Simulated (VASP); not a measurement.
Crystal: Ru.

```
Ru
1.0
     2.66923    0.00000    0.00000
    -1.33462    2.31162    0.00000
     0.00000    0.00000    4.22403
Ru
2
Direct
  0.66667 0.33333 0.75000
  0.33333 0.66667 0.25000
```

Base run:

| Item | Value |
| --- | --- |
| Program | VASP 6.6.1 |
| Functional | r2SCAN |
| Potentials or basis | VASP PAW PBE potentials, release 64 (Ru_sv) |
| Cutoff | 620 eV |
| k mesh | 11 × 11 × 6 |
| Occupations | fermi-dirac, width 0.05 eV |
| Spin | no spin polarisation |

Its results: band gap on the k mesh zero (bands 16 and 17 overlap by 3.41 eV); pressure 12.9 GPa.

Problem. The run is repeated on the same cell with these changes: dispersion from none to rVV10. What comes out?

Solution. Band gap on the k mesh zero (bands 16 and 17 overlap by 3.41 eV); pressure 10.6 GPa.

Dispersion adds attraction, which lowers the pressure at fixed volume.

Caveats: the cell stands under pressure; the PAW data sets were made with another functional, which shifts forces and pressure a little.
